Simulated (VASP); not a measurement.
# CoSi2 (Fm-3m) in VASP: a series of runs, part 2 of 2

VASP 6.6.1. Earlier steps stand in the parts before.

**5. Single point, r2SCAN, collinear spin, antiferromagnetic start**

Input file POSCAR:

```
CoSi2
1.0
    0.0000000000      2.6780000000      2.6780000000
    5.3560000000      0.0000000000      5.3560000000
    2.6780000000      2.6780000000      0.0000000000
Co Si
2 4
Direct
    0.0000000000      0.0000000000      0.0000000000
    0.0000000000      0.5000000000      0.0000000000
    0.2500000000      0.1250000000      0.2500000000
    0.2500000000      0.6250000000      0.2500000000
    0.7500000000      0.3750000000      0.7500000000
    0.7500000000      0.8750000000      0.7500000000
```

Input file INCAR.step1:

```
  ALGO = Normal
  EDIFF = 1E-4
  ENCUT = 520
  GGA = PE
  ISMEAR = -1
  ISPIN = 2
  LASPH = True
  LCHARG = False
  LMAXMIX = 4
  LREAL = False
  LWAVE = True
  MAGMOM = 3 -3 0 0 0 0
  NBANDS = 30
  NELM = 150
  PREC = Accurate
  SIGMA = 0.1
```

Input file INCAR.step2:

```
  ALGO = Normal
  EDIFF = 1E-6
  ENCUT = 520
  ISIF = 2
  ISMEAR = -1
  ISPIN = 2
  ISTART = 1
  LASPH = True
  LCHARG = False
  LMAXMIX = 4
  LMIXTAU = True
  LORBIT = 11
  LREAL = False
  LWAVE = False
  MAGMOM = 3 -3 0 0 0 0
  METAGGA = R2SCAN
  NBANDS = 30
  NELM = 150
  PREC = Accurate
  SIGMA = 0.1
```

Input file KPOINTS:

```
k-points
0
Gamma
  6 3 6
```

Potentials or basis: VASP PAW PBE potentials, release 64 (Co, Si).

The run is started by

```
$ cat potpaw_PBE.64/Co/POTCAR potpaw_PBE.64/Si/POTCAR > POTCAR
$ cp INCAR.step1 INCAR
$ mpirun -np 1 vasp_std > vasp.out
$ cp INCAR.step2 INCAR
$ mpirun -np 1 vasp_std > vasp.out
```

OUTCAR:

```text
EDIFF = 1E-6
   ENCUT = 520
   ISIF = 2
   ISMEAR = -1
   ISPIN = 2
   ISTART = 1
   LASPH = True
   LORBIT = 11
   LREAL = False
   METAGGA = R2SCAN
   NELM = 150
   PREC = Accurate

 ion  position               nearest neighbor table
   1  0.000  0.000  0.000-   6 2.32   3 2.32   3 2.32   4 2.32   5 2.32   6 2.32   6 2.32   3 2.32

   2  0.000  0.500  0.000-   5 2.32   4 2.32   3 2.32   4 2.32   5 2.32   6 2.32   5 2.32   4 2.32

   3  0.250  0.125  0.250-   1 2.32   1 2.32   1 2.32   2 2.32   6 2.68   5 2.68   6 2.68   5 2.68
                             6 2.68   5 2.68
   4  0.250  0.625  0.250-   2 2.32   2 2.32   1 2.32   2 2.32   5 2.68   5 2.68   6 2.68   5 2.68
                             6 2.68   6 2.68
   5  0.750  0.375  0.750-   2 2.32   2 2.32   1 2.32   2 2.32   3 2.68   4 2.68   3 2.68   3 2.68
                             4 2.68   4 2.68
   6  0.750  0.875  0.750-   1 2.32   2 2.32   1 2.32   1 2.32   3 2.68   4 2.68   4 2.68   3 2.68
                             4 2.68   3 2.68

  LATTYP: Found a trigonal (rhomboedric) cell.
 ALAT       =     6.5597335312
 COS(alpha) =     0.8333333333

  Lattice vectors:

[... 1278 lines left out ...]
  Total       -2.1080088     -2.1080088     -2.1080088      0.0000745      0.0000745     -0.0000745
  in kB      -43.9634011    -43.9634011    -43.9634011      0.0015542      0.0015542     -0.0015542
  external PRESSURE =     -43.9634011 kB  Pullay stress =       0.0000000 kB

 VOLUME and BASIS-vectors are now :
 -----------------------------------------------------------------------------
  energy-cutoff  :      520.00
  volume of cell :       76.82
      direct lattice vectors                 reciprocal lattice vectors
     0.000000000  2.678000000  2.678000000    -0.186706497  0.186706497  0.186706497
     5.356000000  0.000000000  5.356000000     0.093353249 -0.093353249  0.093353249
     2.678000000  2.678000000  0.000000000     0.186706497  0.186706497 -0.186706497

 POSITION                                       TOTAL-FORCE (eV/Angst)
 -----------------------------------------------------------------------------------
      0.00000      0.00000      0.00000        -0.000000      0.000000     -0.000000
      2.67800      0.00000      2.67800        -0.000000      0.000000      0.000000
      1.33900      1.33900      1.33900        -0.000004      0.000004     -0.000004
      4.01700      1.33900      4.01700        -0.000004      0.000004     -0.000004
      4.01700      4.01700      4.01700         0.000004     -0.000004      0.000004
      6.69500      4.01700      6.69500         0.000004     -0.000004      0.000004
 -----------------------------------------------------------------------------------
    total drift:                                0.000000     -0.000000      0.000000

  FREE ENERGIE OF THE ION-ELECTRON SYSTEM (eV)
  ---------------------------------------------------
  free  energy   TOTEN  =       -64.0107250233 eV

  energy  without entropy=      -63.9406395751  energy(sigma->0) =      -63.97568230

 total charge

# of ion       s       p       d       tot
------------------------------------------
    1        0.560   0.759   7.599   8.918
    2        0.560   0.759   7.599   8.918
    3        0.708   0.888   0.000   1.595
    4        0.708   0.888   0.000   1.595
    5        0.708   0.888   0.000   1.595
    6        0.708   0.888   0.000   1.595
--------------------------------------------------
tot          3.951   5.069  15.197  24.217

 magnetization (x)

# of ion       s       p       d       tot
------------------------------------------
    1        0.000   0.000  -0.000  -0.000
    2       -0.000  -0.000   0.000   0.000
    3        0.000   0.000   0.000   0.000
    4       -0.000  -0.000   0.000  -0.000
    5       -0.000  -0.000   0.000  -0.000
    6        0.000   0.000   0.000   0.000
--------------------------------------------------
tot          0.000   0.000   0.000   0.000
```

OUTCAR.step1:

```text
EDIFF = 1E-4
   ENCUT = 520
   GGA = PE
   ISMEAR = -1
   ISPIN = 2
[... 1320 lines left out ...]
      1.33900      1.33900      1.33900        -0.000086      0.000086     -0.000086
      4.01700      1.33900      4.01700        -0.000086      0.000086     -0.000086
      4.01700      4.01700      4.01700         0.000086     -0.000086      0.000086
      6.69500      4.01700      6.69500         0.000086     -0.000086      0.000086
 -----------------------------------------------------------------------------------
    total drift:                                0.000000     -0.000000      0.000000

  FREE ENERGIE OF THE ION-ELECTRON SYSTEM (eV)
  ---------------------------------------------------
  free  energy   TOTEN  =       -38.6140397163 eV

  energy  without entropy=      -38.5409423322  energy(sigma->0) =      -38.57749102
```

Run time: 5.8 min. Hardware: 1 thread of Intel Xeon Platinum 8259CL at 2.50GHz (Skylake/Cascade Lake), shared host; peak memory 0.27 GiB.

What came out:

* Free energy: -64.0107 eV
* Pressure: -4.4 GPa
* Band gap on the k mesh: zero (filled and empty bands overlap)
* Net moment: 0.00 μB per cell
* Valence electrons inside the program's atomic spheres: Co 8.92; Si 1.59

Levels at points of the mesh, in eV from the Fermi level:
Spin up:
```tsv
k point	band 14	band 15	band 16	band 17	band 18	band 19	band 20	band 21
(0.00, 0.00, 0.00)	-0.63	-0.63	1.16	3.08	3.51	3.51	3.51	3.53
(0.50, 0.00, 0.00)	-1.76	-1.76	-1.49	-0.63	-0.63	1.72	3.08	3.09
```
Spin down:
```
           k point  band 15  band 16  band 17  band 18  band 19  band 20
(0.00, 0.00, 0.00)    -0.63     1.16     3.08     3.51     3.51     3.51
(0.50, 0.00, 0.00)    -1.76    -1.49    -0.63    -0.63     1.72     3.08
```

Caveat: the starting moments collapsed, and a magnetic state may lie lower; the PAW data sets were made with another functional, which shifts forces and pressure a little.
